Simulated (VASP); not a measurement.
# Zn2CdO3 in VASP: notebook

The runs below take Zn2CdO3 through single point, relaxation of cell and atoms, with PBE.

Everything below comes from runs of VASP 6.6.1. Logs are shortened: lines on timing, memory, paths and dates and some standing lists are left out, and cuts for length are marked.

## (1) The cell of the first run

It takes space group I-4m2 (No. 119, tetragonal). Conventional cell: a = 5.729 Å, b = 5.729 Å, c = 6.013 Å, α = 90.00°, β = 90.00°, γ = 90.00°. Within 1.9 Å of Zn (site symmetry 2mm) lie 2 O at 1.44 to 1.57 Å. Within 3.8 Å of Cd (site symmetry -4m2) lie 4 Zn at 2.87 Å and 10 O at 3.01 to 3.23 Å. Within 3.8 Å of O (site symmetry -4m2) lie 4 Zn at 2.87 Å and 2 Cd at 3.01 Å and 8 O at 3.23 Å. Within 2.1 Å of O (site symmetry -4m2) lie 2 Zn at 1.57 Å. Within 1.9 Å of O (site symmetry -4m2) lie 2 Zn at 1.44 Å.

The cell was generated, and may not be a known phase.

## (2) Single point, PBE, collinear spin, ferromagnetic start

INCAR

```
PREC = Accurate ; ENCUT = 520
EDIFF = 1E-6 ; ISMEAR = 0
SIGMA = 0.1 ; LREAL = False
LASPH = True ; NELM = 150
ALGO = Normal ; ISIF = 2
LWAVE = False ; LCHARG = False
ISPIN = 2 ; MAGMOM = 0 0 0 1 1 1
LORBIT = 11 ; GGA = PE
NBANDS = 40
```

KPOINTS

```
regular mesh
0
Gamma
  4 4 4
```

POSCAR

```
Zn2CdO3
1.0
   -2.8644980700      2.8644980700      3.0062692400
    2.8644980700     -2.8644980700      3.0062692400
    2.8644980700      2.8644980700     -3.0062692400
Zn Cd O
2 1 3
Direct
    0.9892388500      0.4892388500      0.5000000000
    0.5107611500      0.0107611500      0.5000000000
    0.5000000000      0.5000000000      0.0000000000
    0.0000000000      0.0000000000      0.0000000000
    0.2500000000      0.7500000000      0.5000000000
    0.7500000000      0.2500000000      0.5000000000
```

Potentials or basis: VASP PAW PBE potentials, release 64 (Zn, Cd, O).

Command:

```
$ cat potpaw_PBE.64/Zn/POTCAR potpaw_PBE.64/Cd/POTCAR potpaw_PBE.64/O/POTCAR > POTCAR
$ mpirun -np 1 vasp_std > vasp.out
```

OUTCAR:

```text
PREC = Accurate
   ENCUT = 520
   EDIFF = 1E-6
   ISMEAR = 0
   LREAL = False
   LASPH = True
   NELM = 150
   ISIF = 2
   ISPIN = 2
   LORBIT = 11
   GGA = PE

 ion  position               nearest neighbor table
   1  0.989  0.489  0.500-   6 1.44   5 1.57   3 2.87   3 2.87   2 2.88
   2  0.511  0.011  0.500-   6 1.44   5 1.57   3 2.87   3 2.87   1 2.88
   3  0.500  0.500  0.000-   2 2.87   1 2.87   2 2.87   1 2.87
   4  0.000  0.000  0.000-
   5  0.250  0.750  0.500-   1 1.57   2 1.57
   6  0.750  0.250  0.500-   1 1.44   2 1.44

  LATTYP: Found a body centered tetragonal cell.
 ALAT       =     5.7289961400
 C/A-ratio  =     1.0494924997

  Lattice vectors:

 A1 = (  -2.8644980700,   2.8644980700,   3.0062692400)
 A2 = (   2.8644980700,  -2.8644980700,   3.0062692400)
 A3 = (   2.8644980700,   2.8644980700,  -3.0062692400)

Analysis of symmetry for initial positions (statically):
=====================================================================
 Subroutine PRICEL returns:
 Original cell was already a primitive cell.

 Routine SETGRP: Setting up the symmetry group for a
 body centered tetragonal supercell.

 Subroutine GETGRP returns: Found  8 space group operations
 (whereof  8 operations were pure point group operations)
 out of a pool of 16 trial point group operations.

The static configuration has the point symmetry D_2d.

Analysis of symmetry for dynamics (positions and initial velocities):
=====================================================================
 Subroutine PRICEL returns:
 Original cell was already a primitive cell.

 Routine SETGRP: Setting up the symmetry group for a
 body centered tetragonal supercell.

 Subroutine GETGRP returns: Found  8 space group operations
 (whereof  8 operations were pure point group operations)
 out of a pool of 16 trial point group operations.

The dynamic configuration has the point symmetry D_2d.

Analysis of structural, dynamic, and magnetic symmetry:
=====================================================================
 Subroutine PRICEL returns:
 Original cell was already a primitive cell.

 Routine SETGRP: Setting up the symmetry group for a
 body centered tetragonal supercell.

 Subroutine GETGRP returns: Found  8 space group operations
 (whereof  8 operations were pure point group operations)
 out of a pool of 16 trial point group operations.

The overall configuration has the point symmetry D_2d.

 Subroutine INISYM returns: Found  8 space group operations
 (whereof  8 operations are pure point group operations),
 and found     1 'primitive' translations

----------------------------------------------------------------------------------------

                                     Primitive cell

  volume of cell :      98.6700

  direct lattice vectors                    reciprocal lattice vectors
    -2.864498070  2.864498070  3.006269240     0.000000000  0.174550650  0.166319102
     2.864498070 -2.864498070  3.006269240     0.174550650  0.000000000  0.166319102
     2.864498070  2.864498070 -3.006269240     0.174550650  0.174550650  0.000000000

  length of vectors
     5.044636075  5.044636075  5.044636075     0.241101582  0.241101582  0.246851897

  position of ions in fractional coordinates (direct lattice)
     0.989238850  0.489238850  0.500000000
     0.510761150  0.010761150  0.500000000
     0.500000000  0.500000000  0.000000000
     0.000000000  0.000000000  0.000000000
     0.250000000  0.750000000  0.500000000
     0.750000000  0.250000000  0.500000000

  ion indices of the primitive-cell ions
   primitive index   ion index
                 1           1
                 2           2
                 3           3
                 4           4
                 5           5
                 6           6

----------------------------------------------------------------------------------------

 KPOINTS: regular mesh
[... 24 lines left out ...]
            Coordinates               Weight
  0.000000  0.000000  0.000000      1.000000
  0.250000 -0.000000  0.000000      8.000000
  0.500000 -0.000000  0.000000      4.000000
  0.250000  0.250000  0.000000      8.000000
  0.500000  0.250000  0.000000     16.000000
 -0.250000  0.250000  0.000000      4.000000
  0.500000  0.500000  0.000000      2.000000
  0.250000  0.250000  0.250000      2.000000
 -0.250000  0.250000  0.250000      4.000000
  0.500000  0.500000  0.250000      4.000000
 -0.250000  0.500000  0.250000      8.000000
 -0.250000 -0.250000  0.250000      2.000000
  0.500000  0.500000  0.500000      1.000000
   k-points           NKPTS =     13   k-points in BZ     NKDIM =     13   number of bands    NBANDS=     40
   number of dos      NEDOS =    301   number of ions     NIONS =      6
   total plane-waves  NPLWV =  64000
   dimension x,y,z NGX =    40 NGY =   40 NGZ =   40
   dimension x,y,z NGXF=    80 NGYF=   80 NGZF=   80
   ions per type =               2   1   3
[... 19 lines left out ...]
   EMIN   =  10.00;   EMAX   =-10.00  energy-range for DOS
   EFERMI =   0.00;   METHOD = LEGACY
   ISMEAR =     0;   SIGMA  =   0.10  broadening in eV -4-tet -1-fermi 0-gaus
   EFERMI_NEDOS =   21; number of points for ismear=-14 and -15
   IALGO  =     38    algorithm
   IMIX   =      4    mixing-type and parameters
     AMIX     =   0.40;   BMIX     =  1.00
     AMIX_MAG =   1.60;   BMIX_MAG =  1.00
  volume/ion in A,a.u.               =      16.44       110.98
  Fermi-wavevector in a.u.,A,eV,Ry     =   1.339094  2.530521 24.397601  1.793173
  Thomas-Fermi vector in A             =   2.467513
   LORBIT       =     11    0 simple, 1 ext, 2 COOP (PROOUT), +10 PAW based schemes
   GGA     = PE    functional components
   LHFCALC =     F    Hartree Fock is set to
   AEXX    =    0.0000 exact exchange contribution
   IVDW    =     0    specifies the selected vdW correction
   LEPSILON=     F    determine dielectric tensor
   LRPA    =     F    only Hartree local field effects (RPA)
 spin polarized calculation
 Gauss-broadening in eV      SIGMA  =   0.10
  energy-cutoff  :      520.00
  volume of cell :       98.67
 maximum number of plane-waves:      2678
 NGX is ok and might be reduce to    40
   NGX = 19   NGY = 19   NGZ = 19

 number of electron      54.0000000 magnetization       3.0000000

 number of electron      54.0000000 magnetization      -0.8909998

 Free energy of the ion-electron system (eV)
  ---------------------------------------------------
  ext. energy  EPLUGINS =         0.00000000
  ---------------------------------------------------
  free energy    TOTEN  =       -12.83557253 eV

  energy without entropy =      -12.79904400  energy(sigma->0) =      -12.81730826

 E-fermi :   0.2061     XC(G=0):  -9.5043

 val. band max:        0.1981079668   @ k =  -0.2500   0.2500   0.2500
 cond. band min:       0.2141687450   @ k =   0.2500   0.2500   0.0000
 fundamental gap:      0.0160607782
 Fermi energy:         0.2060918075

 spin component 1

 k-point     1 :       0.0000    0.0000    0.0000
  band No.  band energies     occupation
      1     -20.7302      1.00000
      2     -18.3928      1.00000
      3     -14.5617      1.00000
      4     -11.6547      1.00000
      5      -8.6352      1.00000
      6      -8.6352      1.00000
[... 535 lines left out ...]
     38      14.4683      0.00000
     39      14.4683      0.00000
 Fermi energy:         0.2060918075

 spin component 2

 k-point     1 :       0.0000    0.0000    0.0000
  band No.  band energies     occupation
      1     -20.7405      1.00000
      2     -18.4050      1.00000
      3     -15.8917      1.00000
      4     -11.6665      1.00000
      5      -8.6392      1.00000
      6      -8.6392      1.00000
[... 535 lines left out ...]
     38      14.4424      0.00000
     39      14.4424      0.00000
 [bands above 39 left out]

------------------------ aborting loop because EDIFF is reached ----------------------------------------

  FORCE on cell =-STRESS in cart. coord.  units (eV):
  Direction    XX          YY          ZZ          XY          YZ          ZX
  --------------------------------------------------------------------------------------
  -------------------------------------------------------------------------------------
  Total        0.6111717      0.6111717     75.9342453      0.0000000      0.0000000      0.0000000
  in kB        9.9240482      9.9240482   1233.0007220      0.0000000      0.0000000      0.0000000
  external PRESSURE =     417.6162728 kB  Pullay stress =       0.0000000 kB

 VOLUME and BASIS-vectors are now :
 -----------------------------------------------------------------------------
  energy-cutoff  :      520.00
  volume of cell :       98.67
      direct lattice vectors                 reciprocal lattice vectors
    -2.864498070  2.864498070  3.006269240     0.000000000  0.174550650  0.166319102
     2.864498070 -2.864498070  3.006269240     0.174550650  0.000000000  0.166319102
     2.864498070  2.864498070 -3.006269240     0.174550650  0.174550650  0.000000000

 POSITION                                       TOTAL-FORCE (eV/Angst)
 -----------------------------------------------------------------------------------
      0.00000      2.86450      2.94157         0.000000      0.000000     11.529295
      0.00000      2.86450      0.06470        -0.000000     -0.000000    -11.529295
      0.00000      0.00000      3.00627         0.000000      0.000000     -0.000000
      0.00000      0.00000      0.00000         0.000000      0.000000     -0.000000
      2.86450      0.00000      1.50313         0.000000      0.000000     -0.000000
      0.00000      2.86450      1.50313         0.000000      0.000000     -0.000000
 -----------------------------------------------------------------------------------
    total drift:                               -0.000000      0.000000      0.000000

  FREE ENERGIE OF THE ION-ELECTRON SYSTEM (eV)
  ---------------------------------------------------
  free  energy   TOTEN  =       -12.8355725274 eV

  energy  without entropy=      -12.7990439995  energy(sigma->0) =      -12.81730826

 total charge

# of ion       s       p       d       tot
------------------------------------------
    1        0.824   1.044  10.076  11.944
    2        0.824   1.044  10.076  11.944
    3        0.536   0.094   9.549  10.179
    4        1.596   3.121   0.000   4.717
    5        1.565   3.624   0.000   5.189
    6        1.594   3.772   0.000   5.366
--------------------------------------------------
tot          6.940  12.699  29.701  49.340

 magnetization (x)

# of ion       s       p       d       tot
------------------------------------------
    1       -0.002   0.001  -0.005  -0.006
    2       -0.002   0.001  -0.005  -0.006
    3       -0.009   0.002  -0.002  -0.009
    4       -0.009  -0.683   0.000  -0.692
    5        0.001  -0.008   0.000  -0.007
    6        0.001  -0.006   0.000  -0.006
--------------------------------------------------
tot         -0.019  -0.693  -0.012  -0.725
```

Run time: 3.3 min. Hardware: 1 thread of AMD EPYC 7R43 (Zen 3), shared host; peak memory 0.29 GiB.

What came out:

```
Free energy                                           : -12.8356 eV
Pressure                                              : 41.8 GPa
Largest force                                         : 11.529 eV/Å
Net moment                                            : -0.89 μB per cell
Site moments                                          : Zn -0.01; Cd -0.01; O -0.69, -0.01 (each value once) μB
Valence electrons inside the program's atomic spheres : Zn 11.94; Cd 10.18; O 4.72, 5.19, 5.37
```

Forces on the atoms (eV/Å):
```
Zn    0.000   0.000  11.529
Zn    0.000   0.000 -11.529
Cd    0.000   0.000   0.000
O     0.000   0.000   0.000
O     0.000   0.000   0.000
O     0.000   0.000   0.000
```

Levels at points of the mesh, in eV from the Fermi level:
Spin up:
```
           k point  band 23  band 24  band 25  band 26  band 27  band 28  band 29  band 30  band 31  band 32
(0.00, 0.00, 0.00)    -1.21    -0.85    -0.85    -0.66    -0.41    -0.41     3.16     3.16     6.91     7.17
(0.50, 0.00, 0.00)    -2.50    -2.34    -0.81    -0.03     0.05     0.99     3.56     3.67     5.66     7.87
(0.50, 0.50, 0.00)    -1.42    -0.70    -0.60    -0.47    -0.12     0.14     3.12     5.59     5.64     6.78
(0.50, 0.50, 0.50)    -0.87    -0.67    -0.67    -0.15    -0.15     0.47     3.63     3.63     5.30     6.16
```
Spin down:
```tsv
k point	band 23	band 24	band 25	band 26	band 27	band 28	band 29	band 30	band 31	band 32
(0.00, 0.00, 0.00)	-1.60	-1.55	-1.55	-1.23	-0.85	-0.85	3.06	3.06	6.73	7.15
(0.50, 0.00, 0.00)	-2.62	-2.35	-1.41	-1.11	-1.06	0.57	3.55	3.65	5.66	7.67
(0.50, 0.50, 0.00)	-1.91	-1.53	-1.06	-0.71	-0.61	-0.59	2.85	5.58	5.58	6.61
(0.50, 0.50, 0.50)	-1.75	-1.30	-1.30	-0.67	-0.67	0.46	3.56	3.56	5.05	6.16
```

Caveat: the k points lie up to 0.38 Å⁻¹ apart; forces of over 1 eV/Å act on the atoms, so gaps and moduli don't describe the material at rest.

## (3) Single point, PBE, collinear spin, ferromagnetic start

This run uses another cell than the first one, of 16.75 Å³/atom.

INCAR

```
PREC = Accurate ; ENCUT = 520
EDIFF = 1E-6 ; ISMEAR = 0
SIGMA = 0.1 ; LREAL = F
LASPH = T ; NELM = 150
ALGO = Normal ; ISIF = 2
LWAVE = F ; LCHARG = F
ISPIN = 2 ; MAGMOM = 0 0 0 1 1 1
LORBIT = 11 ; GGA = PE
NBANDS = 40
```

KPOINTS is that of step 2.

POSCAR

```
Zn2CdO3
1.0
   -2.6528413876      2.6528413876      3.5696719441
    2.6528413876     -2.6528413876      3.5696719441
    2.6528413876      2.6528413876     -3.5696719441
Zn Cd O
2 1 3
Direct
    1.0000014602      0.5000014602      0.5000000000
    0.4999985398     -0.0000014602      0.5000000000
    0.5000000000      0.5000000000      0.0000000000
    0.0000000000      0.0000000000      0.0000000000
    0.2500000000      0.7500000000      0.5000000000
    0.7500000000      0.2500000000      0.5000000000
```

Potentials or basis: VASP PAW PBE potentials, release 64 (Zn, Cd, O).

Command:

```
$ cat potpaw_PBE.64/Zn/POTCAR potpaw_PBE.64/Cd/POTCAR potpaw_PBE.64/O/POTCAR > POTCAR
$ mpirun -np 1 vasp_std > vasp.out
```

It took 4.7 min on 1 thread of AMD EPYC 7R43 (Zen 3), shared host; peak memory 0.29 GiB.

It converged, with:

| Item | Value |
| --- | --- |
| Free energy | -18.6503 eV |
| Pressure | 0.7 GPa |
| Net moment | -1.45 μB per cell |
| Site moments | Zn -0.00; Cd -0.09; O -0.82, -0.12 (each value once) μB |
| Valence electrons inside the program's atomic spheres | Zn 10.90; Cd 10.26; O 4.71, 4.96 (each value once) |

Stress tensor (GPa, compression positive):
```
0.07 0.00 0.00
0.00 0.07 0.00
0.00 0.00 1.92
```

Levels at points of the mesh, in eV from the Fermi level:
Spin up:
```csv
k point,band 23,band 24,band 25,band 26,band 27,band 28,band 29,band 30
"(0.00, 0.00, 0.00)",-2.07,-1.21,-1.21,-1.13,-1.13,0.39,2.89,2.89
"(0.50, 0.00, 0.00)",-1.92,-1.67,-0.43,-0.42,0.20,0.68,2.62,3.11
"(0.50, 0.50, 0.00)",-1.59,-1.43,-0.70,-0.34,-0.15,0.72,2.14,4.83
"(0.50, 0.50, 0.50)",-0.74,-0.74,-0.52,-0.52,0.08,0.85,3.51,3.51
```
Spin down:
| k point | band 26 | band 27 | band 28 | band 29 | band 30 | band 31 |
| --- | --- | --- | --- | --- | --- | --- |
| (0.00, 0.00, 0.00) | -1.74 | -1.33 | -1.33 | 2.66 | 2.66 | 5.67 |
| (0.50, 0.00, 0.00) | -1.10 | -0.98 | 0.03 | 2.50 | 2.98 | 5.24 |
| (0.50, 0.50, 0.00) | -0.93 | -0.88 | -0.53 | 1.78 | 4.69 | 5.54 |
| (0.50, 0.50, 0.50) | -0.96 | -0.96 | 0.73 | 3.34 | 3.34 | 3.84 |

Caveat: the k points lie up to 0.37 Å⁻¹ apart.

## (4) Relaxation of cell and atoms, PBE, collinear spin, ferromagnetic start

INCAR

```
SYSTEM = Zn2CdO3
PREC = Accurate
ENCUT = 600
EDIFF = 1E-6
ISMEAR = 0
SIGMA = 0.1
LREAL = .FALSE.
LASPH = .TRUE.
NELM = 150
ALGO = Normal
ISIF = 3
LWAVE = .FALSE.
LCHARG = .FALSE.
ISPIN = 2
MAGMOM = 0 0 0 1 1 1
LORBIT = 11
GGA = PE
IBRION = 2
NSW = 90
EDIFFG = -0.04
```

KPOINTS

```
regular mesh
0
G
  4 4 4
  0 0 0
```

POSCAR

```
Zn2CdO3
1.0
   -2.8644980700      2.8644980700      3.0062692400
    2.8644980700     -2.8644980700      3.0062692400
    2.8644980700      2.8644980700     -3.0062692400
Zn Cd O
2 1 3
Direct
    0.9892388500      0.4892388500      0.5000000000
    0.5107611500      0.0107611500      0.5000000000
    0.5000000000      0.5000000000      0.0000000000
    0.0000000000      0.0000000000      0.0000000000
    0.2500000000      0.7500000000      0.5000000000
    0.7500000000      0.2500000000      0.5000000000
```

Command:

```
$ cat potpaw_PBE.64/Zn/POTCAR potpaw_PBE.64/Cd/POTCAR potpaw_PBE.64/O/POTCAR > POTCAR
$ mpirun -np 1 vasp_std > vasp.out
```

Wall time 43 min (1 thread of AMD EPYC 7R43 (Zen 3), shared host); peak memory 0.34 GiB.

The run converged. Its results:

```yaml
Free_energy: -18.6525 eV
Relaxed_volume: 16.75 Å³/atom
Relaxed_cell: a = 5.183 Å, b = 5.183 Å, c = 5.183 Å, α = 118.55°, β = 118.55°, γ = 92.53°
Space_group_after_relaxing_to_0.1_Å: I4/mmm (No. 139)
Pressure_after_relaxing: 0.1 GPa
Net_moment: 1.45 μB per cell
Site_moments: Zn +0.00; Cd +0.09; O +0.82, +0.12 (each value once) μB
Valence_electrons_inside_the_program's_atomic_spheres: Zn 10.89; Cd 10.26; O 4.71, 4.96 (each value once)
```

Stress tensor (GPa, compression positive):
```
0.02 0.00 0.00
0.00 0.02 0.00
0.00 0.00 0.14
```

Final structure:
```
CELL_PARAMETERS angstrom
-2.64813 2.64813 3.58314
2.64813 -2.64813 3.58314
2.64813 2.64813 -3.58314
ATOMIC_POSITIONS crystal
Zn 0.00000 0.50000 0.50000
Zn 0.50000 0.00000 0.50000
Cd 0.50000 0.50000 0.00000
O 0.00000 0.00000 0.00000
O 0.25000 0.75000 0.50000
O 0.75000 0.25000 0.50000
```

Levels at points of the mesh, in eV from the Fermi level:
Spin up:
```tsv
k point	band 25	band 26	band 27	band 28	band 29	band 30	band 31	band 32
(0.00, 0.00, 0.00)	-1.74	-1.74	-1.33	-1.33	2.65	2.65	5.66	6.18
(0.50, 0.00, 0.00)	-1.85	-1.11	-0.98	0.03	2.47	2.97	5.24	6.54
(0.50, 0.50, 0.00)	-1.30	-0.93	-0.89	-0.53	1.76	4.67	5.54	5.94
(0.50, 0.50, 0.50)	-1.20	-0.96	-0.96	0.74	3.33	3.33	3.80	4.00
```
Spin down:
```
           k point  band 23  band 24  band 25  band 26  band 27  band 28  band 29  band 30
(0.00, 0.00, 0.00)    -2.09    -1.22    -1.22    -1.12    -1.12     0.39     2.88     2.88
(0.50, 0.00, 0.00)    -1.90    -1.65    -0.44    -0.44     0.21     0.67     2.59     3.10
(0.50, 0.50, 0.00)    -1.59    -1.46    -0.69    -0.33    -0.17     0.72     2.11     4.81
(0.50, 0.50, 0.50)    -0.73    -0.73    -0.53    -0.53     0.07     0.86     3.50     3.50
```

Caveat: the k points lie up to 0.37 Å⁻¹ apart in the final cell.

## (5) The runs side by side

```tsv
task	cell	cutoff (eV)	gap on the mesh (eV)	pressure (GPa)	moment (μB)
single point	a = 5.045 Å, angles 110.8, 110.8, 106.8°, 6 atoms, atomic positions A	520	none	41.8	0.89
single point	a = 5.179 Å, angles 118.4, 118.4, 92.8°, 6 atoms, atomic positions B	520	none	0.7	1.45
relaxation of cell and atoms	relaxed from a = 5.045 Å, angles 110.8, 110.8, 106.8°, 6 atoms, atomic positions A	600	none	0.1	1.45
```

Alike in all rows: level PBE; potentials or basis VASP PAW PBE potentials, release 64 (Zn, Cd, O); spin collinear, ferromagnetic start; k mesh 4 × 4 × 4; smearing gaussian 0.1 eV.

Caveats: all runs use coarse meshes; forces of over 1 eV/Å act on the atoms, so gaps and moduli don't describe the material at rest (at least some runs).

Total energies depend on the potentials used, so only differences within one code and one set of settings carry meaning.

The gap in the log of VASP goes by the Fermi energy; the results here count the filled bands.